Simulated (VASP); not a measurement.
Wanted: the native input for a VASP 6.6.1 run.

- Task: single point
- Functional: BHLYP
- Potentials or basis: VASP PAW PBE potentials, release 64 (Cl, Na_pv)
- Cutoff: 520 eV
- k mesh: 4 × 4 × 4
- Occupations: fermi-dirac, width 0.05 eV
- Spin: no spin polarisation
- Dipole correction: no
- Grid for exact exchange (PRECFOCK): Normal
- Further INCAR settings: ALGO = Normal; EDIFF = 1e-06; NBANDS = 14
- Share of exact exchange: 0.5

NaCl:

```
Cl Na
1.0
     0.00000    2.75630    2.75630
     2.75630    0.00000    2.75630
     2.75630    2.75630    0.00000
Cl Na
1 1
Direct
  0.50000 0.50000 0.50000
  0.00000 0.00000 0.00000
```

The input as run:

POSCAR

```
NaCl
1.0
    0.0000000000      2.7563009776      2.7563009776
    2.7563009776      0.0000000000      2.7563009776
    2.7563009776      2.7563009776      0.0000000000
Cl Na
1 1
Direct
    0.5000000000      0.5000000000      0.5000000000
    0.0000000000      0.0000000000      0.0000000000
```

INCAR.step1

```
SYSTEM = NaCl
PREC = Accurate
ENCUT = 520
EDIFF = 1E-5
ISMEAR = -1
SIGMA = 0.05
LREAL = .FALSE.
LASPH = .TRUE.
NELM = 80
ALGO = Normal
ISIF = 2
LWAVE = .TRUE.
LCHARG = .FALSE.
GGA = PE
NBANDS = 14
```

INCAR.step2

```
SYSTEM = NaCl
PREC = Accurate
ENCUT = 520
EDIFF = 1E-6
ISMEAR = -1
SIGMA = 0.05
LREAL = .FALSE.
LASPH = .TRUE.
NELM = 80
ALGO = Normal
ISIF = 2
LWAVE = .FALSE.
LCHARG = .FALSE.
GGA = B5
LHFCALC = .TRUE.
AEXX = 0.5
ALDAX = 0.5
AGGAX = 0.5
AGGAC = 1.0
ALDAC = 0.0
PRECFOCK = Normal
ISTART = 1
NBANDS = 14
```

KPOINTS

```
regular mesh
0
G
  4 4 4
  0 0 0
```

Potentials or basis: VASP PAW PBE potentials, release 64 (Cl, Na_pv).

The run is started by

```bash
$ cat potpaw_PBE.64/Cl/POTCAR potpaw_PBE.64/Na_pv/POTCAR > POTCAR
$ cp INCAR.step1 INCAR
$ mpirun -np 1 vasp_std > vasp.out
$ cp INCAR.step2 INCAR
$ mpirun -np 1 vasp_std > vasp.out
```

Results of the run:

* Pressure: 1.9 GPa
* Band gap on the k mesh: 9.67 eV

Caveat: the k points lie up to 0.49 Å⁻¹ apart; the PAW data sets were made with another functional, which shifts forces and pressure a little.

Run time: 7.2 min on 1 thread of Oxide Virtual Turin-like Processor, with other jobs on the host, peak memory 0.13 GiB.
